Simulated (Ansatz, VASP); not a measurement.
**TiO2: VASP beside Ansatz**

File INCAR:

```
PREC = Accurate
ENCUT = 520
EDIFF = 1E-6
ISMEAR = 0
SIGMA = 0.05
LREAL = F
LASPH = T
NELM = 100
ALGO = Normal
ISIF = 2
LWAVE = F
LCHARG = F
GGA = PE
NBANDS = 33
```

The input KPOINTS:

```
regular mesh
0
Gamma
  8 8 10
```

Contents of POSCAR:

```
TiO2
1.0
    4.3539231162      0.0000000000      0.0000000000
    0.0000000000      4.3539231162      0.0000000000
    0.0000000000      0.0000000000      3.0116086195
Ti O
2 4
Direct
    0.0000000000      0.0000000000      0.0000000000
    0.5000000000      0.5000000000      0.5000000000
    0.3050970583      0.3050970583      0.0000000000
    0.1949029417      0.8050970583      0.5000000000
    0.6949029417      0.6949029417      0.0000000000
    0.8050970583      0.1949029417      0.5000000000
```

Input for Ansatz:

```yaml
crystal:
  lattice:
    - [4.3539231162, 0.0, 0.0]
    - [0.0, 4.3539231162, 0.0]
    - [0.0, 0.0, 3.0116086195]
  atoms:
    - { symbol: Ti, position: [0.0, 0.0, 0.0] }
    - { symbol: Ti, position: [0.5, 0.5, 0.5] }
    - { symbol: O, position: [0.3050970583, 0.3050970583, 0.0] }
    - { symbol: O, position: [0.1949029417, 0.8050970583, 0.5] }
    - { symbol: O, position: [0.6949029417, 0.6949029417, 0.0] }
    - { symbol: O, position: [0.8050970583, 0.1949029417, 0.5] }
basis:
  ecutwfc: 520.0
kpoints:
  mp_grid: { grid: [8, 8, 10] }
hamiltonian:
  xc: pbe
  pseudopotentials: { kind: paw, azcp: { folder: soft_1 } }
scf:
  occupations: { method: gaussian, width: 0.05 }
output:
  forces: true
  stress: true
  eigenvalues: true
```

Alike in both runs: task single point; functional PBE; k mesh 8 × 8 × 10; occupations gaussian, width 0.05 eV; no spin polarisation.

```csv
,VASP,Ansatz
version,VASP 6.6.1,Ansatz 0.2.0
potentials or method,"VASP PAW PBE potentials, release 64 (Ti_sv, O), cutoff 520 eV","scalar-relativistic, plane waves, PAW"
valence electrons in the cell,48,48
```

```tsv
	VASP	Ansatz	Ansatz less VASP
gap on the k mesh at the Fermi level (eV)	2.04	2.08	+0.042
least direct gap on the mesh (eV)	2.04	2.08	+0.042
rms of the force components (eV/Å)	0.106	0.104	-0.0017
```

Atom by atom the forces differ by 0.002 eV/Å (rms over components). The functional is the same, so the differences come from potentials, cutoffs and numerics.
